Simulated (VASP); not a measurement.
A run of VASP 6.6.1 is set up as follows.

Contents of INCAR:

```
SYSTEM = CoO
  ALGO = Normal
  EDIFF = 1E-6
  ENCUT = 520
  GGA = PS
  ISIF = 2
  ISMEAR = -1
  ISPIN = 2
  LASPH = .True.
  LCHARG = .False.
  LMAXMIX = 4
  LORBIT = 11
  LREAL = .False.
  LWAVE = .False.
  MAGMOM = 2 2 0 0
  NBANDS = 27
  NELM = 150
  PREC = Accurate
  SIGMA = 0.05
```

The input KPOINTS:

```
k-points
0
Gamma
  10 10 5
  0 0 0
```

POSCAR

```
CoO
1.0
    3.0510376712      0.0000000000      0.0000000000
   -1.5255188356      2.6422761311      0.0000000000
    0.0000000000      0.0000000000      5.2512532947
Co O
2 2
Direct
    0.3333333333      0.6666666667      0.5093629345
    0.0000000000      0.0000000000      0.0093615825
    0.3333333333      0.6666666667      0.8656388510
    0.0000000000      0.0000000000      0.3656376320
```

Potentials or basis: VASP PAW PBE potentials, release 64 (Co, O).

The run is started by

```sh
$ cat potpaw_PBE.64/Co/POTCAR potpaw_PBE.64/O/POTCAR > POTCAR
$ mpirun -np 1 vasp_std > vasp.out
```

**Question.** What does it give for the pressure?

**Answer.** -3.6 GPa.

**Question.** What does it give for the band gap on the k mesh?

**Answer.** Zero (filled and empty bands overlap).

**Question.** Predict the net moment.

**Answer.** 4.02 μB per cell.

Forces in eV/Å, atoms in the order of the input:
```
Co   0.000  0.000 -0.255
Co   0.000  0.000 -0.255
O    0.000  0.000  0.255
O    0.000  0.000  0.255
```

Caveat: the cell stands under tension; the PAW data sets were made with another functional, which shifts forces and pressure a little; semilocal functionals often make such compounds metallic where correlation or magnetic order opens a gap, which also shifts bond lengths. With open d or f shells a metallic result of PBEsol can be an artefact of self-interaction; +U or a hybrid may open a gap.
